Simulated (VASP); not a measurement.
Write the native input for VASP 6.6.1 that does the following.

```yaml
Task: relaxation of cell and atoms
Functional: PBE
Potentials_or_basis: VASP PAW PBE potentials, release 64 (Mo_sv, Se)
Cutoff: 500 eV
k_mesh: 6 × 6 × 2
Occupations: gaussian, width 0.1 eV
Spin: collinear spin
Starting_moments: "[-1.0, -1.0, 0.0, 0.0, 0.0, 0.0] μB"
Dipole_correction: no
Further_INCAR_settings: ALGO = Normal; EDIFF = 1e-07; IBRION = 2; EDIFFG = -0.04; NSW = 90; ISIF = 3
```

The structure of MoSe2 lies in POSCAR:

```
MoSe2
1.0
    3.2879994000      0.0000000000      0.0000000000
   -1.6439997000      2.8474910100      0.0000000000
    0.0000000000      0.0000000000     12.8999996200
Mo Se
2 4
Direct
    0.3333333300      0.6666666700      0.2500000000
    0.6666666700      0.3333333300      0.7500000000
    0.3333333300      0.6666666700      0.6250000000
    0.6666666700      0.3333333300      0.1250000000
    0.3333333300      0.6666666700      0.8750000000
    0.6666666700      0.3333333300      0.3750000000
```

The input as run:

INCAR

```
SYSTEM = MoSe2
PREC = Accurate ; ENCUT = 500
EDIFF = 1E-7 ; ISMEAR = 0
SIGMA = 0.1 ; LREAL = .False.
LASPH = .True. ; NELM = 200
ALGO = Normal ; ISIF = 3
LWAVE = .False. ; LCHARG = .False.
ISPIN = 2 ; MAGMOM = -1 -1 0 0 0 0
LORBIT = 11 ; LMAXMIX = 4
GGA = PE ; IBRION = 2
NSW = 90 ; EDIFFG = -0.04
GGA_COMPAT = .False. ; NELMIN = 4
```

KPOINTS

```
regular mesh
0
Gamma
  6 6 2
  0 0 0
```

Potentials or basis: VASP PAW PBE potentials, release 64 (Mo_sv, Se).

Launch:

```sh
$ cat potpaw_PBE.64/Mo_sv/POTCAR potpaw_PBE.64/Se/POTCAR > POTCAR
$ mpirun -np 1 vasp_std > vasp.out
```

It gave:

* Relaxed volume: 22.69 Å³/atom
* Relaxed cell: a = 3.322 Å, b = 3.322 Å, c = 14.246 Å, α = 90.00°, β = 90.00°, γ = 120.00°
* Space group after relaxing (to 0.1 Å): P6_3/mmc (No. 194)
* Energy gained by relaxing: 41.5 meV/atom
* Ionic steps: 19
* Pressure after relaxing: 0.0 GPa
* Largest force after relaxing: 0.026 eV/Å
* Band gap on the k mesh: 1.25 eV (least direct gap 1.41 eV)
* Net moment: 0.00 μB per cell
* Valence electrons inside the program's atomic spheres: Mo 12.36; Se 3.86

Caveat: this functional lacks dispersion, which binds the layers, so the pressure and a relaxed spacing across them are unreliable.

Wall time 11 min on 1 thread of Intel(R) Xeon(R) 6975P-C (Granite Rapids), with other jobs on the host, peak memory 0.31 GiB.
